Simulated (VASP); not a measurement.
# N (Fm-3m) in VASP: notebook

Runs on N. Level: r2SCAN. Tasks: single point.

Everything below comes from runs of VASP 6.6.1. Logs are shortened: lines on timing, memory, paths and dates and some standing lists are left out, and cuts for length are marked.

### 1 The cell of the first run

It takes space group Fm-3m (No. 225, cubic). The conventional cell has a = 3.066 Å, b = 3.066 Å, c = 3.066 Å, α = 90.00°, β = 90.00°, γ = 90.00°. Within 2.9 Å of N (site symmetry m-3m) lie 12 N at 2.17 Å.

### 2 Single point, r2SCAN

Input file POSCAR:

```
N
1.0
    0.0000000000      1.5328099933      1.5328099933
    1.5328099933      0.0000000000      1.5328099933
    1.5328099933      1.5328099933      0.0000000000
N
1
Direct
    0.0000000000      0.0000000000      0.0000000000
```

Input file INCAR.step1:

```
PREC = Accurate
ENCUT = 520
ISMEAR = 0
SIGMA = 0.15
LREAL = False
LASPH = True
NELM = 100
NBANDS = 8
GGA = PE
ALGO = Normal
EDIFF = 1E-4
LWAVE = True
LCHARG = False
```

Input file INCAR.step2:

```
PREC = Accurate
ENCUT = 520
EDIFF = 1E-6
ISMEAR = 0
SIGMA = 0.15
LREAL = False
LASPH = True
NELM = 100
ALGO = Normal
ISIF = 2
LWAVE = False
LCHARG = False
METAGGA = R2SCAN
LMIXTAU = True
NBANDS = 8
ISTART = 1
```

Input file KPOINTS:

```
regular mesh
0
Gamma
  13 13 13
```

Potentials or basis: VASP PAW PBE potentials, release 64 (N).

Command:

```console
cat potpaw_PBE.64/N/POTCAR > POTCAR
cp INCAR.step1 INCAR
mpirun -np 1 vasp_std > vasp.out
cp INCAR.step2 INCAR
mpirun -np 1 vasp_std > vasp.out
```

OUTCAR:

```text
PREC = Accurate
   ENCUT = 520
   EDIFF = 1E-6
   ISMEAR = 0
   LREAL = False
   LASPH = True
   NELM = 100
   ISIF = 2
   METAGGA = R2SCAN
   ISTART = 1

 ion  position               nearest neighbor table
   1  0.000  0.000  0.000-

  LATTYP: Found a face centered cubic cell.
 ALAT       =     3.0656199866

  Lattice vectors:

 A1 = (   0.0000000000,   1.5328099933,   1.5328099933)
 A2 = (   1.5328099933,   0.0000000000,   1.5328099933)
 A3 = (   1.5328099933,   1.5328099933,   0.0000000000)

Analysis of symmetry for initial positions (statically):
=====================================================================
 Subroutine PRICEL returns:
 Original cell was already a primitive cell.

 Routine SETGRP: Setting up the symmetry group for a
 face centered cubic supercell.

 Subroutine GETGRP returns: Found 48 space group operations
 (whereof 48 operations were pure point group operations)
 out of a pool of 48 trial point group operations.

The static configuration has the point symmetry O_h .

Analysis of symmetry for dynamics (positions and initial velocities):
=====================================================================
 Subroutine PRICEL returns:
 Original cell was already a primitive cell.

 Routine SETGRP: Setting up the symmetry group for a
 face centered cubic supercell.

 Subroutine GETGRP returns: Found 48 space group operations
 (whereof 48 operations were pure point group operations)
 out of a pool of 48 trial point group operations.

The dynamic configuration has the point symmetry O_h .

 Subroutine INISYM returns: Found 48 space group operations
 (whereof 48 operations are pure point group operations),
 and found     1 'primitive' translations

----------------------------------------------------------------------------------------

                                     Primitive cell

  volume of cell :       7.2027

  direct lattice vectors                    reciprocal lattice vectors
     0.000000000  1.532809993  1.532809993    -0.326198291  0.326198291  0.326198291
     1.532809993  0.000000000  1.532809993     0.326198291 -0.326198291  0.326198291
     1.532809993  1.532809993  0.000000000     0.326198291  0.326198291 -0.326198291

  length of vectors
     2.167720681  2.167720681  2.167720681     0.564992013  0.564992013  0.564992013

  position of ions in fractional coordinates (direct lattice)
     0.000000000  0.000000000  0.000000000

  ion indices of the primitive-cell ions
   primitive index   ion index
                 1           1

----------------------------------------------------------------------------------------

 KPOINTS: regular mesh

Automatic generation of k-mesh.
 Grid dimensions read from file:
 generate k-points for:   13   13   13

 Generating k-lattice:

  Cartesian coordinates                     Fractional coordinates (reciprocal lattice)
    -0.025092176  0.025092176  0.025092176     0.076923077  0.000000000  0.000000000
     0.025092176 -0.025092176  0.025092176     0.000000000  0.076923077  0.000000000
     0.025092176  0.025092176 -0.025092176     0.000000000  0.000000000  0.076923077

  Length of vectors
     0.043460924  0.043460924  0.043460924

  Shift w.r.t. Gamma in fractional coordinates (k-lattice)
     0.000000000  0.000000000  0.000000000

 Subroutine IBZKPT returns following result:
 ===========================================

 Found     84 irreducible k-points:

 Following reciprocal coordinates:
            Coordinates               Weight
  0.000000  0.000000  0.000000      1.000000
  0.076923  0.000000  0.000000      8.000000
  0.153846  0.000000  0.000000      8.000000
  0.230769  0.000000  0.000000      8.000000
  0.307692  0.000000  0.000000      8.000000
  0.384615  0.000000  0.000000      8.000000
[... 16 lines left out ...]
  0.384615  0.153846  0.000000     24.000000
  0.461538  0.153846  0.000000     24.000000
 [... further k-points ...]
   k-points           NKPTS =     84   k-points in BZ     NKDIM =     84   number of bands    NBANDS=      8
   number of dos      NEDOS =    301   number of ions     NIONS =      1
   total plane-waves  NPLWV =   4096
   dimension x,y,z NGX =    16 NGY =   16 NGZ =   16
   dimension x,y,z NGXF=    32 NGYF=   32 NGZF=   32
   ions per type =               1
   NGX,Y,Z   is equivalent  to a cutoff of  12.27, 12.27, 12.27 a.u.
   NGXF,Y,Z  is equivalent  to a cutoff of  24.54, 24.54, 24.54 a.u.
 SYSTEM =  unknown system
   PREC   = accura    normal or accurate (medium, high low for compatibility)
   ISTART =      1    job   : 0-new  1-cont  2-samecut
   ICHARG =      0    charge: 1-file 2-atom 10-const
   ISPIN  =      1    spin polarized calculation?
   LNONCOLLINEAR =      F non collinear calculations
   LSORBIT =      F    spin-orbit coupling
   LASPH  =      T    aspherical Exc in radial PAW
   ENCUT  =  520.0 eV  38.22 Ry    6.18 a.u.   4.03  4.03  4.03*2*pi/ulx,y,z
   NELM   =    100;   NELMIN=  2; NELMDL=  0     # of ELM steps
   EDIFF  = 0.1E-05   stopping-criterion for ELM
   LREAL  =      F    real-space projection
   EDIFFG = 0.1E-04   stopping-criterion for IOM
   NSW    =      0    number of steps for IOM
   IBRION =     -1    ionic relax: 0-MD 1-quasi-New 2-CG
   NFREE  =      0    steps in history (QN), initial steepest desc. (CG)
   ISIF   =      2    stress and relaxation
   ISYM   =      2    0-nonsym 1-usesym 2-fastsym
   POTIM  = 0.5000    time-step for ionic-motion
   TEBEG  =    0.0;   TEEND  =   0.0 temperature during run
   PSTRESS=    0.0 pullay stress
   NELECT =       5.0000    total number of electrons
   NUPDOWN=      -1.0000    fix difference up-down
   EMIN   =  10.00;   EMAX   =-10.00  energy-range for DOS
   EFERMI =   0.00;   METHOD = LEGACY
   ISMEAR =     0;   SIGMA  =   0.15  broadening in eV -4-tet -1-fermi 0-gaus
   EFERMI_NEDOS =   21; number of points for ismear=-14 and -15
   IALGO  =     38    algorithm
   IMIX   =      4    mixing-type and parameters
     AMIX     =   0.40;   BMIX     =  1.00
     AMIX_MAG =   1.60;   BMIX_MAG =  1.00
  volume/ion in A,a.u.               =       7.20        48.61
  Fermi-wavevector in a.u.,A,eV,Ry     =   1.449550  2.739252 28.588493  2.101195
  Thomas-Fermi vector in A             =   2.567264
   LORBIT       =      0    0 simple, 1 ext, 2 COOP (PROOUT), +10 PAW based schemes
   METAGGA = R2SCAN    functional components
   LHFCALC =     F    Hartree Fock is set to
   AEXX    =    0.0000 exact exchange contribution
   IVDW    =     0    specifies the selected vdW correction
   LEPSILON=     F    determine dielectric tensor
   LRPA    =     F    only Hartree local field effects (RPA)
 non-spin polarized calculation
 Gauss-broadening in eV      SIGMA  =   0.15
  energy-cutoff  :      520.00
  volume of cell :        7.20
 maximum number of plane-waves:       202
   NGX =  9   NGY =  9   NGZ =  9

 number of electron       4.9999999 magnetization

 Free energy of the ion-electron system (eV)
  ---------------------------------------------------
  ext. energy  EPLUGINS =         0.00000000
  ---------------------------------------------------
  free energy    TOTEN  =        -4.35698636 eV

  energy without entropy =       -4.34797738  energy(sigma->0) =       -4.35248187

 E-fermi :   5.8749     XC(G=0): -13.7424

 val. band max:        5.7712119494   @ k =  -0.4615   0.4615   0.0769
 cond. band min:       5.8827765289   @ k =  -0.3846   0.4615   0.0769
 fundamental gap:      0.1115645795
 Fermi energy:         5.8749028558

 k-point     1 :       0.0000    0.0000    0.0000
  band No.  band energies     occupation
      1     -15.8836      2.00000
      2      10.4839      0.00000
      3      10.4839      0.00000
      4      10.4839      0.00000
      5      32.0481      0.00000
      6      39.6833      0.00000
      7      39.6833      0.00000
      8      39.6833      0.00000

 k-point     2 :       0.0769    0.0000    0.0000
  band No.  band energies     occupation
      1     -15.6507      2.00000
      2       9.8451      0.00000
      3      10.3959      0.00000
      4      10.3959      0.00000
      5      32.2467      0.00000
      6      37.7211      0.00000
      7      39.9774      0.00000
      8      39.9774      0.00000

 k-point     3 :       0.1538    0.0000    0.0000
  band No.  band energies     occupation
      1     -14.9574      2.00000
      2       8.0658      0.00000
      3      10.1600      0.00000
      4      10.1600      0.00000
      5      32.6127      0.00000
      6      35.3024      0.00000
      7      40.4703      0.00000
      8      40.4703      0.00000

 k-point     4 :       0.2308    0.0000    0.0000
  band No.  band energies     occupation
      1     -13.8226      2.00000
      2       5.4935      1.99968
      3       9.8461      0.00000
      4       9.8461      0.00000
      5      32.1432      0.00000
      6      34.5482      0.00000
      7      40.0845      0.00000
      8      40.0845      0.00000

 k-point     5 :       0.3077    0.0000    0.0000
  band No.  band energies     occupation
      1     -12.2901      2.00000
      2       2.5441      2.00000
      3       9.5347      0.00000
      4       9.5347      0.00000
      5      31.1037      0.00000
      6      34.9311      0.00000
      7      38.8794      0.00000
      8      38.8794      0.00000

 k-point     6 :       0.3846    0.0000    0.0000
  band No.  band energies     occupation
      1     -10.4804      2.00000
      2      -0.3656      2.00000
      3       9.2910      0.00000
      4       9.2910      0.00000
      5      30.3933      0.00000
      6      35.2349      0.00000
      7      37.7803      0.00000
      8      37.7803      0.00000

 k-point     7 :       0.4615    0.0000    0.0000
  band No.  band energies     occupation
      1      -8.8451      2.00000
      2      -2.5947      2.00000
      3       9.1596      0.00000
      4       9.1596      0.00000
      5      30.0594      0.00000
      6      35.3334      0.00000
      7      37.1768      0.00000
      8      37.1768      0.00000

 k-point     8 :       0.0769    0.0769    0.0000
  band No.  band energies     occupation
      1     -15.5731      2.00000
      2      10.0322      0.00000
      3      10.1712      0.00000
      4      10.1712      0.00000
      5      32.2841      0.00000
      6      37.0675      0.00000
      7      40.1851      0.00000
      8      40.1851      0.00000

 k-point     9 :       0.1538    0.0769    0.0000
  band No.  band energies     occupation
      1     -15.0334      2.00000
      2       8.6999      0.00000
      3       9.8218      0.00000
      4      10.0968      0.00000
      5      32.5476      0.00000
      6      35.0608      0.00000
      7      40.4529      0.00000
      8      40.7583      0.00000

 k-point    10 :       0.2308    0.0769    0.0000
  band No.  band energies     occupation
      1     -14.0456      2.00000
      2       6.4301      0.00000
      3       9.4424      0.00000
      4       9.8535      0.00000
      5      32.3860      0.00000
      6      33.9322      0.00000
      7      39.3537      0.00000
      8      40.8627      0.00000
[... 78 lines left out ...]
 k-point    18 :      -0.1538    0.0769    0.0000
  band No.  band energies     occupation
      1     -14.4235      2.00000
      2       7.2347      0.00000
      3       9.2595      0.00000
      4      10.2714      0.00000
      5      32.7843      0.00000
      6      34.3542      0.00000
      7      39.5337      0.00000
      8      41.0663      0.00000

 k-point    19 :      -0.0769    0.0769    0.0000
  band No.  band energies     occupation
      1     -15.2642      2.00000
      2       9.0903      0.00000
      3       9.8244      0.00000
      4      10.4314      0.00000
      5      32.5173      0.00000
      6      35.9980      0.00000
      7      40.1479      0.00000
      8      40.4561      0.00000

 k-point    20 :       0.1538    0.1538    0.0000
  band No.  band energies     occupation
      1     -14.6497      2.00000
      2       8.7676      0.00000
      3       9.3548      0.00000
      4       9.3548      0.00000
      5      32.2858      0.00000
      6      33.4868      0.00000
      7      41.4181      0.00000
      8      41.5714      0.00000

 k-point    21 :       0.2308    0.1538    0.0000
  band No.  band energies     occupation
      1     -13.8159      2.00000
      2       7.1319      0.00000
      3       8.8807      0.00000
      4       9.1121      0.00000
      5      31.6723      0.00000
      6      32.1879      0.00000
      7      39.1972      0.00000
      8      42.2118      0.00000

 k-point    22 :       0.3077    0.1538    0.0000
  band No.  band energies     occupation
      1     -12.5589      2.00000
      2       4.7228      2.00000
      3       8.5047      0.00000
      4       8.6826      0.00000
      5      30.6456      0.00000
      6      31.9063      0.00000
      7      37.9406      0.00000
      8      41.9538      0.00000

 k-point    23 :       0.3846    0.1538    0.0000
  band No.  band energies     occupation
      1     -10.9434      2.00000
      2       2.0005      2.00000
      3       8.0772      0.00000
      4       8.2979      0.00000
      5      29.8947      0.00000
      6      31.9214      0.00000
      7      37.6001      0.00000
      8      40.9783      0.00000

 k-point    24 :       0.4615    0.1538    0.0000
  band No.  band energies     occupation
      1      -9.1581      2.00000
      2      -0.5939      2.00000
      3       7.4605      0.00000
      4       8.2934      0.00000
      5      29.6003      0.00000
      6      31.9069      0.00000
      7      37.8082      0.00000
      8      39.9386      0.00000

 [... further k-points ...]
[... 5 lines left out ...]
  --------------------------------------------------------------------------------------
  -------------------------------------------------------------------------------------
  Total        0.4139583      0.4139583      0.4139583     -0.0000000     -0.0000000      0.0000000
  in kB       92.0814727     92.0814727     92.0814727     -0.0000000     -0.0000000      0.0000000
  external PRESSURE =      92.0814727 kB  Pullay stress =       0.0000000 kB

 VOLUME and BASIS-vectors are now :
 -----------------------------------------------------------------------------
  energy-cutoff  :      520.00
  volume of cell :        7.20
      direct lattice vectors                 reciprocal lattice vectors
     0.000000000  1.532809993  1.532809993    -0.326198291  0.326198291  0.326198291
     1.532809993  0.000000000  1.532809993     0.326198291 -0.326198291  0.326198291
     1.532809993  1.532809993  0.000000000     0.326198291  0.326198291 -0.326198291

 POSITION                                       TOTAL-FORCE (eV/Angst)
 -----------------------------------------------------------------------------------
      0.00000      0.00000      0.00000        -0.000000     -0.000000      0.000000
 -----------------------------------------------------------------------------------
    total drift:                               -0.000000      0.000000     -0.000000

  FREE ENERGIE OF THE ION-ELECTRON SYSTEM (eV)
  ---------------------------------------------------
  free  energy   TOTEN  =        -4.3569863649 eV

  energy  without entropy=       -4.3479773759  energy(sigma->0) =       -4.35248187
```

Wall time 9.9 s (1 thread of Intel Xeon Platinum 8488C (Sapphire Rapids), shared host); peak memory 0.11 GiB.

What came out:

| Item | Value |
| --- | --- |
| Free energy | -4.3570 eV |
| Pressure | 9.2 GPa |

Levels at points of the mesh, in eV from the Fermi level:
| k point | band 1 | band 2 | band 3 | band 4 | band 5 |
| --- | --- | --- | --- | --- | --- |
| (0.00, 0.00, 0.00) | -21.76 | 4.61 | 4.61 | 4.61 | 26.17 |

Caveat: the PAW data sets were made with another functional, which shifts forces and pressure a little.

### 3 Single point, r2SCAN

This run uses another cell than the first one, of 7.50 Å³/atom, 1.042 times its volume.

Input file POSCAR:

```
N
1.0
    0.0000000000      1.5538100000      1.5538100000
    1.5538100000      0.0000000000      1.5538100000
    1.5538100000      1.5538100000      0.0000000000
N
1
Direct
    0.0000000000      0.0000000000      0.0000000000
```

Input file INCAR.step1:

```
ALGO = Normal ; EDIFF = 1E-4
ENCUT = 520 ; GGA = PE
ISMEAR = 0 ; LASPH = T
LCHARG = F ; LREAL = F
LWAVE = T ; NBANDS = 8
NELM = 80 ; PREC = Accurate
SIGMA = 0.15
```

Input file INCAR.step2:

```
ALGO = Normal ; EDIFF = 1E-6
ENCUT = 520 ; ISIF = 2
ISMEAR = 0 ; ISTART = 1
LASPH = T ; LCHARG = F
LMIXTAU = T ; LREAL = F
LWAVE = F ; METAGGA = R2SCAN
NBANDS = 8 ; NELM = 80
PREC = Accurate ; SIGMA = 0.15
```

Input file KPOINTS:

```
k-points
0
Gamma
  13 13 13
```

Potentials or basis: VASP PAW PBE potentials, release 64 (N).

Command:

```console
cat potpaw_PBE.64/N/POTCAR > POTCAR
cp INCAR.step1 INCAR
mpirun -np 1 vasp_std > vasp.out
cp INCAR.step2 INCAR
mpirun -np 1 vasp_std > vasp.out
```

Wall time 10 s (1 thread of Intel Xeon Platinum 8488C (Sapphire Rapids), shared host); peak memory 0.11 GiB.

It converged, with:

```
Free energy : -4.3668 eV
Pressure    : 0.9 GPa
```

Levels at points of the mesh, in eV from the Fermi level:
```tsv
k point	band 1	band 2	band 3	band 4	band 5	band 6	band 7
(0.00, 0.00, 0.00)	-21.22	4.38	4.38	4.38	25.10	33.28	33.28
```

Caveat: the PAW data sets were made with another functional, which shifts forces and pressure a little.

[end of part 1 of 2]
